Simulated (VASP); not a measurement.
# GaAs (I-4m2) in VASP: single point with LDA

Aim: the single point of GaAs with LDA.

All numbers are computed with VASP 6.6.1; they aren't measurements. Logs are shortened: lines on timing, memory, paths and dates and some standing lists are left out, and cuts for length are marked.

**1. The cell of the first run**

The structure is tetragonal, space group I-4m2 (No. 119). The conventional cell has a = 3.665 Å, b = 3.665 Å, c = 6.443 Å, α = 90.00°, β = 90.00°, γ = 90.00°. Ga (site symmetry -4m2) has 4 As at 2.44 Å within 3.2 Å. Within 3.2 Å of As (site symmetry -4m2) lie 4 Ga at 2.44 Å.

**2. Single point, LDA**

INCAR

```
SYSTEM = GaAs
ALGO = Normal
EDIFF = 1E-7
ENCUT = 520
ISIF = 2
ISMEAR = 0
LASPH = .TRUE.
LCHARG = .FALSE.
LREAL = .FALSE.
LWAVE = .FALSE.
NBANDS = 16
NELM = 100
PREC = Accurate
SIGMA = 0.05
```

KPOINTS

```
k-points
0
G
  10 10 10
  0 0 0
```

POSCAR

```
GaAs
1.0
    0.0000000000      3.2216011637      2.5912878926
    2.5912878926      0.0000000000      2.5912878926
    2.5912878926      3.2216011637      0.0000000000
Ga As
1 1
Direct
    0.0000000000      0.0000000000      0.0000000000
    0.7500000000      0.7500000000      0.7500000000
```

Potentials or basis: VASP PAW LDA potentials, release 64 (Ga_d, As).

Started as:

```bash
cat potpaw_LDA.64/Ga_d/POTCAR potpaw_LDA.64/As/POTCAR > POTCAR
mpirun -np 1 vasp_std > vasp.out
```

OUTCAR:

```text
SYSTEM = GaAs
   EDIFF = 1E-7
   ENCUT = 520
   ISIF = 2
   ISMEAR = 0
   LASPH = .TRUE.
   LREAL = .FALSE.
   NELM = 100
   PREC = Accurate

 ion  position               nearest neighbor table
   1  0.000  0.000  0.000-   2 2.44   2 2.44   2 2.44   2 2.44
   2  0.750  0.750  0.750-   1 2.44   1 2.44   1 2.44   1 2.44

  LATTYP: Found a body centered tetragonal cell.
 ALAT       =     3.6646344817
 C/A-ratio  =     1.7582114559

  Lattice vectors:

 A1 = (   0.0000000000,  -3.2216011637,   2.5912878926)
 A2 = (   0.0000000000,  -3.2216011637,  -2.5912878926)
 A3 = (   2.5912878926,   3.2216011637,   0.0000000000)

Analysis of symmetry for initial positions (statically):
=====================================================================
 Subroutine PRICEL returns:
 Original cell was already a primitive cell.

 Routine SETGRP: Setting up the symmetry group for a
 body centered tetragonal supercell.

 Subroutine GETGRP returns: Found  8 space group operations
 (whereof  8 operations were pure point group operations)
 out of a pool of 16 trial point group operations.

The static configuration has the point symmetry D_2d.

Analysis of symmetry for dynamics (positions and initial velocities):
=====================================================================
 Subroutine PRICEL returns:
 Original cell was already a primitive cell.

 Routine SETGRP: Setting up the symmetry group for a
 body centered tetragonal supercell.

 Subroutine GETGRP returns: Found  8 space group operations
 (whereof  8 operations were pure point group operations)
 out of a pool of 16 trial point group operations.

The dynamic configuration has the point symmetry D_2d.

 Subroutine INISYM returns: Found  8 space group operations
 (whereof  8 operations are pure point group operations),
 and found     1 'primitive' translations

----------------------------------------------------------------------------------------

                                     Primitive cell

  volume of cell :      43.2646

  direct lattice vectors                    reciprocal lattice vectors
     0.000000000  3.221601164  2.591287893    -0.192954245  0.155202328  0.192954245
     2.591287893  0.000000000  2.591287893     0.192954245 -0.155202328  0.192954245
     2.591287893  3.221601164  0.000000000     0.192954245  0.155202328 -0.192954245

  length of vectors
     4.134427046  3.664634482  4.134427046     0.313927451  0.313927451  0.313927451

  position of ions in fractional coordinates (direct lattice)
     0.000000000  0.000000000  0.000000000
     0.750000000  0.750000000  0.750000000

  ion indices of the primitive-cell ions
   primitive index   ion index
                 1           1
                 2           2

----------------------------------------------------------------------------------------

 KPOINTS: k-points

Automatic generation of k-mesh.
 Grid dimensions read from file:
 generate k-points for:   10   10   10

 Generating k-lattice:

  Cartesian coordinates                     Fractional coordinates (reciprocal lattice)
    -0.019295425  0.015520233  0.019295425     0.100000000  0.000000000  0.000000000
     0.019295425 -0.015520233  0.019295425    -0.000000000  0.100000000 -0.000000000
     0.019295425  0.015520233 -0.019295425     0.000000000  0.000000000  0.100000000

  Length of vectors
     0.031392745  0.031392745  0.031392745

  Shift w.r.t. Gamma in fractional coordinates (k-lattice)
     0.000000000  0.000000000  0.000000000

 Subroutine IBZKPT returns following result:
 ===========================================

 Found    102 irreducible k-points:

 Following reciprocal coordinates:
            Coordinates               Weight
  0.000000  0.000000  0.000000      1.000000
  0.100000  0.000000 -0.000000      8.000000
  0.200000  0.000000 -0.000000      8.000000
  0.300000  0.000000 -0.000000      8.000000
  0.400000  0.000000 -0.000000      8.000000
  0.500000  0.000000 -0.000000      4.000000
[... 16 lines left out ...]
  0.300000  0.300000  0.000000      4.000000
  0.400000  0.300000 -0.000000     16.000000
 [... further k-points ...]
   k-points           NKPTS =    102   k-points in BZ     NKDIM =    102   number of bands    NBANDS=     16
   number of dos      NEDOS =    301   number of ions     NIONS =      2
   total plane-waves  NPLWV =  28672
   dimension x,y,z NGX =    32 NGY =   28 NGZ =   32
   dimension x,y,z NGXF=    64 NGYF=   56 NGZF=   64
   ions per type =               1   1
   NGX,Y,Z   is equivalent  to a cutoff of  12.87, 12.70, 12.87 a.u.
   NGXF,Y,Z  is equivalent  to a cutoff of  25.73, 25.40, 25.73 a.u.
 SYSTEM =  GaAs
   PREC   = accura    normal or accurate (medium, high low for compatibility)
   ISTART =      0    job   : 0-new  1-cont  2-samecut
   ICHARG =      2    charge: 1-file 2-atom 10-const
   ISPIN  =      1    spin polarized calculation?
   LNONCOLLINEAR =      F non collinear calculations
   LSORBIT =      F    spin-orbit coupling
   LASPH  =      T    aspherical Exc in radial PAW
   ENCUT  =  520.0 eV  38.22 Ry    6.18 a.u.   7.69  6.81  7.69*2*pi/ulx,y,z
   NELM   =    100;   NELMIN=  2; NELMDL= -5     # of ELM steps
   EDIFF  = 0.1E-06   stopping-criterion for ELM
   LREAL  =      F    real-space projection
   EDIFFG = 0.1E-05   stopping-criterion for IOM
   NSW    =      0    number of steps for IOM
   IBRION =     -1    ionic relax: 0-MD 1-quasi-New 2-CG
   NFREE  =      0    steps in history (QN), initial steepest desc. (CG)
   ISIF   =      2    stress and relaxation
   ISYM   =      2    0-nonsym 1-usesym 2-fastsym
   POTIM  = 0.5000    time-step for ionic-motion
   TEBEG  =    0.0;   TEEND  =   0.0 temperature during run
   PSTRESS=    0.0 pullay stress
   NELECT =      18.0000    total number of electrons
   NUPDOWN=      -1.0000    fix difference up-down
   EMIN   =  10.00;   EMAX   =-10.00  energy-range for DOS
   EFERMI =   0.00;   METHOD = LEGACY
   ISMEAR =     0;   SIGMA  =   0.05  broadening in eV -4-tet -1-fermi 0-gaus
   EFERMI_NEDOS =   21; number of points for ismear=-14 and -15
   IALGO  =     38    algorithm
   IMIX   =      4    mixing-type and parameters
     AMIX     =   0.40;   BMIX     =  1.00
     AMIX_MAG =   1.60;   BMIX_MAG =  1.00
  volume/ion in A,a.u.               =      21.63       145.98
  Fermi-wavevector in a.u.,A,eV,Ry     =   1.222141  2.309512 20.322050  1.493629
  Thomas-Fermi vector in A             =   2.357298
   LORBIT       =      0    0 simple, 1 ext, 2 COOP (PROOUT), +10 PAW based schemes
   GGA     = CA    functional components
   LHFCALC =     F    Hartree Fock is set to
   AEXX    =    0.0000 exact exchange contribution
   IVDW    =     0    specifies the selected vdW correction
   LEPSILON=     F    determine dielectric tensor
   LRPA    =     F    only Hartree local field effects (RPA)
 non-spin polarized calculation
 Gauss-broadening in eV      SIGMA  =   0.05
  energy-cutoff  :      520.00
  volume of cell :       43.26
 maximum number of plane-waves:      1184
   NGX = 15   NGY = 13   NGZ = 15

 number of electron      17.9999999 magnetization

 Free energy of the ion-electron system (eV)
  ---------------------------------------------------
  ext. energy  EPLUGINS =         0.00000000
  ---------------------------------------------------
  free energy    TOTEN  =        -9.29655163 eV

  energy without entropy =       -9.29618072  energy(sigma->0) =       -9.29636618

 E-fermi :   4.6823     XC(G=0): -10.1435

 val. band max:        4.6536278136   @ k =  -0.2000   0.0000   0.1000
 cond. band min:       4.6974257988   @ k =   0.1000   0.0000  -0.0000
 fundamental gap:      0.0437979853
 Fermi energy:         4.6822565836

 k-point     1 :       0.0000    0.0000    0.0000
  band No.  band energies     occupation
      1     -10.8304      2.00000
      2     -10.7748      2.00000
      3     -10.7748      2.00000
      4     -10.7235      2.00000
      5     -10.7232      2.00000
      6      -8.7595      2.00000
[... 8 lines left out ...]
     15      12.4150      0.00000
     16      13.2208      0.00000

 k-point     2 :       0.1000    0.0000   -0.0000
  band No.  band energies     occupation
      1     -10.8297      2.00000
      2     -10.7829      2.00000
      3     -10.7727      2.00000
      4     -10.7247      2.00000
      5     -10.7199      2.00000
      6      -8.6350      2.00000
[... 8 lines left out ...]
     15      12.7196      0.00000
     16      14.2220      0.00000

 k-point     3 :       0.2000    0.0000   -0.0000
  band No.  band energies     occupation
      1     -10.8347      2.00000
      2     -10.7951      2.00000
      3     -10.7677      2.00000
      4     -10.7276      2.00000
      5     -10.7125      2.00000
      6      -8.2759      2.00000
[... 8 lines left out ...]
     15      13.8096      0.00000
     16      14.5563      0.00000

 k-point     4 :       0.3000    0.0000   -0.0000
  band No.  band energies     occupation
      1     -10.8528      2.00000
      2     -10.7959      2.00000
      3     -10.7624      2.00000
      4     -10.7303      2.00000
      5     -10.7035      2.00000
      6      -7.7331      2.00000
[... 8 lines left out ...]
     15      14.1645      0.00000
     16      14.8356      0.00000
[... 324 lines left out ...]
 k-point    22 :      -0.2000    0.2000    0.0000
  band No.  band energies     occupation
      1     -10.8578      2.00000
      2     -10.7817      2.00000
      3     -10.7665      2.00000
      4     -10.7330      2.00000
      5     -10.7033      2.00000
      6      -7.6030      2.00000
[... 8 lines left out ...]
     15      14.3518      0.00000
     16      15.5191      0.00000

 k-point    23 :       0.3000    0.3000    0.0000
  band No.  band energies     occupation
      1     -10.8683      2.00000
      2     -10.7765      2.00000
      3     -10.7578      2.00000
      4     -10.7496      2.00000
      5     -10.6990      2.00000
      6      -7.2175      2.00000
[... 8 lines left out ...]
     15      15.5357      0.00000
     16      18.0527      0.00000

 k-point    24 :       0.4000    0.3000   -0.0000
  band No.  band energies     occupation
      1     -10.8828      2.00000
      2     -10.7690      2.00000
      3     -10.7554      2.00000
      4     -10.7504      2.00000
      5     -10.6946      2.00000
      6      -6.7108      2.00000
[... 8 lines left out ...]
     15      15.8831      0.00000
     16      17.7556      0.00000

 [... further k-points ...]
[... 5 lines left out ...]
  --------------------------------------------------------------------------------------
  -------------------------------------------------------------------------------------
  Total        1.9636648     -2.8593392      1.9636648      0.0000000      0.0000000      0.0000000
  in kB       72.7184860   -105.8871256     72.7184860      0.0000000      0.0000000      0.0000000
  external PRESSURE =      13.1832822 kB  Pullay stress =       0.0000000 kB

 VOLUME and BASIS-vectors are now :
 -----------------------------------------------------------------------------
  energy-cutoff  :      520.00
  volume of cell :       43.26
      direct lattice vectors                 reciprocal lattice vectors
     0.000000000  3.221601164  2.591287893    -0.192954245  0.155202328  0.192954245
     2.591287893  0.000000000  2.591287893     0.192954245 -0.155202328  0.192954245
     2.591287893  3.221601164  0.000000000     0.192954245  0.155202328 -0.192954245

 POSITION                                       TOTAL-FORCE (eV/Angst)
 -----------------------------------------------------------------------------------
      0.00000      0.00000      0.00000         0.000000     -0.000000      0.000000
      3.88693      4.83240      3.88693        -0.000000      0.000000     -0.000000
 -----------------------------------------------------------------------------------
    total drift:                               -0.000002      0.000004     -0.000002

  FREE ENERGIE OF THE ION-ELECTRON SYSTEM (eV)
  ---------------------------------------------------
  free  energy   TOTEN  =        -9.2965516344 eV

  energy  without entropy=       -9.2961807212  energy(sigma->0) =       -9.29636618
```

Run time: 52 s. Hardware: 1 thread of Intel Xeon Platinum 8259CL at 2.50GHz (Skylake/Cascade Lake), shared host; peak memory 0.2 GiB.

Results:

```yaml
Free_energy: -9.2966 eV
Pressure: 1.3 GPa
Band_gap_on_the_k_mesh: zero (band 9 reaches 4.80 eV, above the bottom of band 10 at 4.43 eV)
```

Caveat: the cell differs from its parent crystal (strain +e along x and -e along y +0.0000, strain +e along z and -e/2 along x and y +0.1500).
